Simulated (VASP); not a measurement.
# InP (Fm-3m) in VASP: settings compared

Aim: see how the results for InP move with the level of theory and the settings. Levels: PBEsol-based global hybrid with 25 % exact exchange, PBEsol-based screened hybrid with 25 % exact exchange. Tasks: single point.

All numbers are computed with VASP 6.6.1; they aren't measurements. Logs are shortened: lines on timing, memory, paths and dates and some standing lists are left out, and cuts for length are marked.

### 1 The cell of the first run

Symmetry: Fm-3m, No. 225, cubic system. Conventional cell: a = 5.431 Å, b = 5.431 Å, c = 5.431 Å, α = 90.00°, β = 90.00°, γ = 90.00°. Within 3.6 Å of In (site symmetry m-3m) lie 6 P at 2.72 Å. Within 3.6 Å of P (site symmetry m-3m) lie 6 In at 2.72 Å.

### 2 Single point, PBEsol-based global hybrid with 25 % exact exchange

POSCAR reads:

```
InP
1.0
    0.0000000000      2.7154240222      2.7154240222
    2.7154240222      0.0000000000      2.7154240222
    2.7154240222      2.7154240222      0.0000000000
In P
1 1
Direct
    0.0000000000      0.0000000000      0.0000000000
    0.5000000000      0.5000000000      0.5000000000
```

INCAR.step1 reads:

```
PREC = Accurate
ENCUT = 520
EDIFF = 1E-5
ISMEAR = -1
SIGMA = 0.05
LREAL = False
LASPH = True
NELM = 100
ALGO = Normal
ISIF = 2
LWAVE = True
GGA = PE
NBANDS = 16
```

INCAR.step2 reads:

```
PREC = Accurate
ENCUT = 520
EDIFF = 1E-6
ISMEAR = -1
SIGMA = 0.05
LREAL = False
LASPH = True
NELM = 100
ALGO = Normal
ISIF = 2
LWAVE = False
LCHARG = True
GGA = PS
LHFCALC = True
AEXX = 0.25
PRECFOCK = Normal
LELF = True
LVHAR = True
ISTART = 1
NBANDS = 16
```

KPOINTS reads:

```
Automatic mesh
0
Gamma
  4 4 4
```

Potentials or basis: VASP PAW PBE potentials, release 64 (In_d, P).

On the command line:

```bash
cat potpaw_PBE.64/In_d/POTCAR potpaw_PBE.64/P/POTCAR > POTCAR
cp INCAR.step1 INCAR
mpirun -np 1 vasp_std > vasp.out
cp INCAR.step2 INCAR
mpirun -np 1 vasp_std > vasp.out
```

OUTCAR:

```text
PREC = Accurate
   ENCUT = 520
   EDIFF = 1E-6
   ISMEAR = -1
   LREAL = False
   LASPH = True
   NELM = 100
   ISIF = 2
   GGA = PS
   LHFCALC = True
   AEXX = 0.25
   PRECFOCK = Normal
   ISTART = 1

 ion  position               nearest neighbor table
   1  0.000  0.000  0.000-   2 2.72   2 2.72   2 2.72   2 2.72   2 2.72   2 2.72
   2  0.500  0.500  0.500-   1 2.72   1 2.72   1 2.72   1 2.72   1 2.72   1 2.72

  LATTYP: Found a face centered cubic cell.
 ALAT       =     5.4308480444

  Lattice vectors:

 A1 = (   0.0000000000,   2.7154240222,   2.7154240222)
 A2 = (   2.7154240222,   0.0000000000,   2.7154240222)
 A3 = (   2.7154240222,   2.7154240222,   0.0000000000)

Analysis of symmetry for initial positions (statically):
=====================================================================
 Subroutine PRICEL returns:
 Original cell was already a primitive cell.

 Routine SETGRP: Setting up the symmetry group for a
 face centered cubic supercell.

 Subroutine GETGRP returns: Found 48 space group operations
 (whereof 48 operations were pure point group operations)
 out of a pool of 48 trial point group operations.

The static configuration has the point symmetry O_h .

Analysis of symmetry for dynamics (positions and initial velocities):
=====================================================================
 Subroutine PRICEL returns:
 Original cell was already a primitive cell.

 Routine SETGRP: Setting up the symmetry group for a
 face centered cubic supercell.

 Subroutine GETGRP returns: Found 48 space group operations
 (whereof 48 operations were pure point group operations)
 out of a pool of 48 trial point group operations.

The dynamic configuration has the point symmetry O_h .

 Subroutine INISYM returns: Found 48 space group operations
 (whereof 48 operations are pure point group operations),
 and found     1 'primitive' translations

----------------------------------------------------------------------------------------

                                     Primitive cell

  volume of cell :      40.0445

  direct lattice vectors                    reciprocal lattice vectors
     0.000000000  2.715424022  2.715424022    -0.184133305  0.184133305  0.184133305
     2.715424022  0.000000000  2.715424022     0.184133305 -0.184133305  0.184133305
     2.715424022  2.715424022  0.000000000     0.184133305  0.184133305 -0.184133305

  length of vectors
     3.840189480  3.840189480  3.840189480     0.318928240  0.318928240  0.318928240

  position of ions in fractional coordinates (direct lattice)
     0.000000000  0.000000000  0.000000000
     0.500000000  0.500000000  0.500000000

  ion indices of the primitive-cell ions
   primitive index   ion index
                 1           1
                 2           2

----------------------------------------------------------------------------------------

 KPOINTS: Automatic mesh

Automatic generation of k-mesh.
 Grid dimensions read from file:
 generate k-points for:    4    4    4

 Generating k-lattice:

  Cartesian coordinates                     Fractional coordinates (reciprocal lattice)
    -0.046033326  0.046033326  0.046033326     0.250000000  0.000000000  0.000000000
     0.046033326 -0.046033326  0.046033326     0.000000000  0.250000000  0.000000000
     0.046033326  0.046033326 -0.046033326     0.000000000  0.000000000  0.250000000

  Length of vectors
     0.079732060  0.079732060  0.079732060

  Shift w.r.t. Gamma in fractional coordinates (k-lattice)
     0.000000000  0.000000000  0.000000000

 Subroutine IBZKPT returns following result:
 ===========================================

 Found      8 irreducible k-points:

 Following reciprocal coordinates:
            Coordinates               Weight
  0.000000  0.000000  0.000000      1.000000
  0.250000  0.000000  0.000000      8.000000
  0.500000  0.000000  0.000000      4.000000
  0.250000  0.250000  0.000000      6.000000
  0.500000  0.250000  0.000000     24.000000
 -0.250000  0.250000  0.000000     12.000000
  0.500000  0.500000  0.000000      3.000000
 -0.250000  0.500000  0.250000      6.000000
   k-points           NKPTS =      8   k-points in BZ     NKDIM =     64   number of bands    NBANDS=     16
   number of dos      NEDOS =    301   number of ions     NIONS =      2
   total plane-waves  NPLWV =  27000
   dimension x,y,z NGX =    30 NGY =   30 NGZ =   30
   dimension x,y,z NGXF=    60 NGYF=   60 NGZF=   60
   ions per type =               1   1
   NGX,Y,Z   is equivalent  to a cutoff of  12.99, 12.99, 12.99 a.u.
   NGXF,Y,Z  is equivalent  to a cutoff of  25.97, 25.97, 25.97 a.u.
 SYSTEM =  unknown system
   PREC   = accura    normal or accurate (medium, high low for compatibility)
   ISTART =      1    job   : 0-new  1-cont  2-samecut
   ICHARG =      0    charge: 1-file 2-atom 10-const
   ISPIN  =      1    spin polarized calculation?
   LNONCOLLINEAR =      F non collinear calculations
   LSORBIT =      F    spin-orbit coupling
   LASPH  =      T    aspherical Exc in radial PAW
   ENCUT  =  520.0 eV  38.22 Ry    6.18 a.u.   7.14  7.14  7.14*2*pi/ulx,y,z
   NELM   =    100;   NELMIN=  2; NELMDL=  0     # of ELM steps
   EDIFF  = 0.1E-05   stopping-criterion for ELM
   LREAL  =      F    real-space projection
   EDIFFG = 0.1E-04   stopping-criterion for IOM
   NSW    =      0    number of steps for IOM
   IBRION =     -1    ionic relax: 0-MD 1-quasi-New 2-CG
   NFREE  =      0    steps in history (QN), initial steepest desc. (CG)
   ISIF   =      2    stress and relaxation
   ISYM   =      3    0-nonsym 1-usesym 2-fastsym
   POTIM  = 0.5000    time-step for ionic-motion
   TEBEG  =    0.0;   TEEND  =   0.0 temperature during run
   PSTRESS=    0.0 pullay stress
   NELECT =      18.0000    total number of electrons
   NUPDOWN=      -1.0000    fix difference up-down
   EMIN   =  10.00;   EMAX   =-10.00  energy-range for DOS
   EFERMI =   0.00;   METHOD = LEGACY
   ISMEAR =    -1;   SIGMA  =   0.05  broadening in eV -4-tet -1-fermi 0-gaus
   EFERMI_NEDOS =   21; number of points for ismear=-14 and -15
   IALGO  =     38    algorithm
   IMIX   =      1    mixing-type and parameters
     AMIX     =   0.40;   BMIX     =  1.00
     AMIX_MAG =   1.60;   BMIX_MAG =  1.00
  volume/ion in A,a.u.               =      20.02       135.12
  Fermi-wavevector in a.u.,A,eV,Ry     =   1.254059  2.369828 21.397397  1.572664
  Thomas-Fermi vector in A             =   2.387882
   LORBIT       =      0    0 simple, 1 ext, 2 COOP (PROOUT), +10 PAW based schemes
   GGA     = PS    functional components
   LHFCALC =     T    Hartree Fock is set to
   PRECFOCK=normal    Normal, Fast or Accurate (Low or Medium for compatibility)
   ENCUT4O =  -1.0   cutoff for four orbital integrals eV
   NKREDX  =     1    reduce k-point grid by
   NKREDY  =     1    reduce k-point grid by
   NKREDZ  =     1    reduce k-point grid by
   AEXX    =    0.2500 exact exchange contribution
   HFSCREEN=    0.0000 screening length (either q_TF or 0.3 A-1)
   HFSCREENC=   0.0000 screening length for correlation (either q_TF or 0.3 A-1)
   ENCUTFOCK=  -1.0 apply spherical cutoff to Coloumb kernel
   IVDW    =     0    specifies the selected vdW correction
   LEPSILON=     F    determine dielectric tensor
   LRPA    =     F    only Hartree local field effects (RPA)
 non-spin polarized calculation
  energy-cutoff  :      520.00
  volume of cell :       40.04
 maximum number of plane-waves:      1090
 NGX is ok and might be reduce to    30
  NGX = 24; NGY = 24; NGZ = 24

 number of electron      17.9999993 magnetization

 Free energy of the ion-electron system (eV)
  ---------------------------------------------------
  ext. energy  EPLUGINS =         0.00000000
  ---------------------------------------------------
  free energy    TOTEN  =       -10.66375490 eV

  energy without entropy =      -10.66023639  energy(sigma->0) =      -10.66199565

 E-fermi :   7.7395     XC(G=0):  -8.5165

 val. band max:        7.2457750377   @ k =   0.5000   0.0000   0.0000
 cond. band min:       7.7943813607   @ k =   0.5000   0.0000   0.0000
 fundamental gap:      0.5486063229
 Fermi energy:         7.7394646033

 k-point     1 :       0.0000    0.0000    0.0000
  band No.  band energies     occupation
      1      -9.2986      2.00000
      2      -9.2965      2.00000
      3      -9.2669      2.00000
      4      -9.2635      2.00000
      5      -9.2608      2.00000
      6      -6.8716      2.00000
[... 8 lines left out ...]
     15      17.6375      0.00000
     16      17.6422      0.00000

 k-point     2 :       0.2500    0.0000    0.0000
  band No.  band energies     occupation
      1      -9.3374      2.00000
      2      -9.3335      2.00000
      3      -9.2701      2.00000
      4      -9.2208      2.00000
      5      -9.2135      2.00000
      6      -5.9636      2.00000
[... 8 lines left out ...]
     15      17.5094      0.00000
     16      17.5180      0.00000

 k-point     3 :       0.5000    0.0000    0.0000
  band No.  band energies     occupation
      1      -9.3791      2.00000
      2      -9.3751      2.00000
      3      -9.2818      2.00000
      4      -9.1695      2.00000
      5      -9.1623      2.00000
      6      -4.3008      2.00000
[... 8 lines left out ...]
     15      20.4156      0.00000
     16      20.4272      0.00000

 k-point     4 :       0.2500    0.2500    0.0000
  band No.  band energies     occupation
      1      -9.4549      2.00000
      2      -9.2967      2.00000
      3      -9.2694      2.00000
      4      -9.2015      2.00000
      5      -9.1984      2.00000
      6      -5.5702      2.00000
[... 8 lines left out ...]
     15      19.8504      0.00000
     16      21.2353      0.00000

 k-point     5 :       0.5000    0.2500    0.0000
  band No.  band energies     occupation
      1      -9.5255      2.00000
      2      -9.3052      2.00000
      3      -9.2791      2.00000
      4      -9.1842      2.00000
      5      -9.1540      2.00000
      6      -3.7712      2.00000
[... 8 lines left out ...]
     15      21.1249      0.00000
     16      22.3053      0.00000

 k-point     6 :      -0.2500    0.2500    0.0000
  band No.  band energies     occupation
      1      -9.4189      2.00000
      2      -9.3506      2.00000
      3      -9.2433      2.00000
      4      -9.2099      2.00000
      5      -9.1924      2.00000
      6      -4.5164      2.00000
[... 8 lines left out ...]
     15      20.8183      0.00000
     16      21.0150      0.00000

 k-point     7 :       0.5000    0.5000    0.0000
  band No.  band energies     occupation
      1      -9.6755      2.00000
      2      -9.3303      2.00000
      3      -9.2419      2.00000
      4      -9.1307      2.00000
      5      -9.1276      2.00000
      6      -2.9051      2.00000
[... 8 lines left out ...]
     15      21.7132      0.00000
     16      22.7947      0.00000

 k-point     8 :      -0.2500    0.5000    0.2500
  band No.  band energies     occupation
      1      -9.5703      2.00000
      2      -9.3081      2.00000
      3      -9.2385      2.00000
      4      -9.2352      2.00000
      5      -9.1279      2.00000
      6      -2.8404      2.00000
[... 8 lines left out ...]
     15      20.9298      0.00000
     16      22.7899      0.00000

------------------------ aborting loop because EDIFF is reached ----------------------------------------

  FORCE on cell =-STRESS in cart. coord.  units (eV):
  Direction    XX          YY          ZZ          XY          YZ          ZX
  --------------------------------------------------------------------------------------
  -------------------------------------------------------------------------------------
  Total       -0.0369646     -0.0369646     -0.0369646      0.0000000      0.0000000     -0.0000000
  in kB       -1.4789487     -1.4789487     -1.4789487      0.0000000      0.0000000     -0.0000000
  external PRESSURE =      -1.4789487 kB  Pullay stress =       0.0000000 kB

 VOLUME and BASIS-vectors are now :
 -----------------------------------------------------------------------------
  energy-cutoff  :      520.00
  volume of cell :       40.04
      direct lattice vectors                 reciprocal lattice vectors
     0.000000000  2.715424022  2.715424022    -0.184133305  0.184133305  0.184133305
     2.715424022  0.000000000  2.715424022     0.184133305 -0.184133305  0.184133305
     2.715424022  2.715424022  0.000000000     0.184133305  0.184133305 -0.184133305

 POSITION                                       TOTAL-FORCE (eV/Angst)
 -----------------------------------------------------------------------------------
      0.00000      0.00000      0.00000         0.000000     -0.000000      0.000000
      2.71542      2.71542      2.71542        -0.000000      0.000000     -0.000000
 -----------------------------------------------------------------------------------
    total drift:                                0.000000      0.000000      0.000000

  FREE ENERGIE OF THE ION-ELECTRON SYSTEM (eV)
  ---------------------------------------------------
  free  energy   TOTEN  =       -10.6637548974 eV

  energy  without entropy=      -10.6602363933  energy(sigma->0) =      -10.66199565
```

Wall time 6.1 min (1 thread of Intel Xeon 6975P-C (Granite Rapids), shared host); peak memory 0.16 GiB.

Results:

* Free energy: -10.6638 eV
* Pressure: -0.1 GPa
* Band gap on the k mesh: zero (bands 9 and 10 overlap by 3.03 eV)

Levels at points of the mesh, in eV from the Fermi level:
```csv
k point,band 7,band 8,band 9,band 10,band 11,band 12
"(0.00, 0.00, 0.00)",-1.06,-1.05,-1.05,1.74,7.92,7.93
"(0.50, 0.00, 0.00)",-8.52,-0.49,0.05,3.14,3.97,3.99
"(0.50, 0.50, 0.00)",-6.69,-3.54,-3.53,-2.98,4.27,11.66
```

Caveat: the k points lie up to 0.50 Å⁻¹ apart, too coarse for converged energies and pressures of a metal; the PAW data sets were made with another functional, which shifts forces and pressure a little; spin-orbit coupling is left out, which moves the levels of the heavy elements.

### 3 Single point, PBEsol-based screened hybrid with 25 % exact exchange

This run uses another cell than the first one, of 20.09 Å³/atom.

POSCAR reads:

```
InP
1.0
    0.0000000000      2.7184954454      2.7184954454
    2.7184954454      0.0000000000      2.7184954454
    2.7184954454      2.7184954454      0.0000000000
In P
1 1
Direct
    0.0000000000      0.0000000000      0.0000000000
    0.5000000000      0.5000000000      0.5000000000
```

INCAR.step1 reads:

```
SYSTEM = InP
  PREC = Accurate
  ENCUT = 520
  EDIFF = 1E-5
  ISMEAR = -1
  SIGMA = 0.05
  LREAL = .FALSE.
  LASPH = .TRUE.
  NELM = 80
  ALGO = Normal
  ISIF = 2
  LWAVE = .TRUE.
  LCHARG = .FALSE.
  NBANDS = 16
  GGA = PE
```

INCAR.step2 reads:

```
SYSTEM = InP
  PREC = Accurate
  ENCUT = 520
  EDIFF = 1E-6
  ISMEAR = -1
  SIGMA = 0.05
  LREAL = .FALSE.
  LASPH = .TRUE.
  NELM = 80
  ALGO = Normal
  ISIF = 2
  LWAVE = .FALSE.
  LCHARG = .FALSE.
  GGA = PS
  LHFCALC = .TRUE.
  AEXX = 0.25
  HFSCREEN = 0.207
  PRECFOCK = Normal
  NBANDS = 16
  ISTART = 1
```

KPOINTS reads:

```
Automatic mesh
0
G
  4 4 4
  0 0 0
```

Potentials or basis: VASP PAW PBE potentials, release 64 (In_d, P).

On the command line:

```bash
cat potpaw_PBE.64/In_d/POTCAR potpaw_PBE.64/P/POTCAR > POTCAR
cp INCAR.step1 INCAR
mpirun -np 1 vasp_std > vasp.out
cp INCAR.step2 INCAR
mpirun -np 1 vasp_std > vasp.out
```

Wall time 3 min (1 thread of Intel Xeon 6975P-C (Granite Rapids), shared host); peak memory 0.27 GiB.

Results (log left out):

```
Free energy            : -9.7186 eV
Pressure               : -0.1 GPa
Band gap on the k mesh : zero (bands 9 and 10 overlap by 2.57 eV)
```

Levels at points of the mesh, in eV from the Fermi level:
| k point | band 5 | band 6 | band 7 | band 8 | band 9 | band 10 | band 11 | band 12 | band 13 | band 14 |
| --- | --- | --- | --- | --- | --- | --- | --- | --- | --- | --- |
| (0.00, 0.00, 0.00) | -16.51 | -14.08 | -0.59 | -0.59 | -0.59 | 1.41 | 7.62 | 7.62 | 7.62 | 9.54 |
| (0.50, 0.00, 0.00) | -16.41 | -11.53 | -7.99 | -0.03 | -0.03 | 2.85 | 3.68 | 3.68 | 6.38 | 12.19 |
| (0.50, 0.50, 0.00) | -16.38 | -10.15 | -6.16 | -3.06 | -3.06 | -2.59 | 3.99 | 11.30 | 11.30 | 11.65 |

Caveat: the k points lie up to 0.50 Å⁻¹ apart, too coarse for converged energies and pressures of a metal; the PAW data sets were made with another functional, which shifts forces and pressure a little; spin-orbit coupling is left out, which moves the levels of the heavy elements.

The gap in the log of VASP goes by the Fermi energy; the results here count the filled bands.